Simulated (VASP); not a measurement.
Runs of VASP 6.6.1 on NaF. The structure is that of space group Pm-3m (No. 221), or close to it. The cells are those of the table. 

```csv
level,cell,smearing,gap on the mesh (eV),pressure (GPa)
r2SCAN,"a = 2.648, b = 2.793, c = 2.793 Å, 2 atoms",gaussian 0.01 eV,(b),2.8
PBE,"a = 2.793, b = 2.793, c = 2.869 Å, 2 atoms",fermi-dirac 0.02 eV,5.89,(a)
r2SCAN,"a = 2.904, b = 2.904, c = 2.793 Å, 2 atoms",gaussian 0.01 eV,6.46,-4.4
PBE,"a = 2.904, b = 2.904, c = 2.793 Å, 2 atoms",fermi-dirac 0.02 eV,(d),-0.2
PBE,"a = 2.648, b = 2.793, c = 2.793 Å, 2 atoms",fermi-dirac 0.02 eV,6.23,(c)
r2SCAN,"a = 2.793, b = 2.793, c = 2.869 Å, 2 atoms",gaussian 0.01 eV,6.88,-2.2
```

Alike in all rows: task single point; potentials or basis VASP PAW PBE potentials, release 64 (Na_pv, F); no spin polarisation; k mesh 10 × 10 × 10; cutoff (eV) 520.

Problem. Fill in the values left out.

Solution. (a) 2.5; (b) 7.25; (c) 8.4; (d) 5.49.

Caveats: the PAW data sets were made with another functional, which shifts forces and pressure a little (some runs).

A k mesh can miss the band edges.
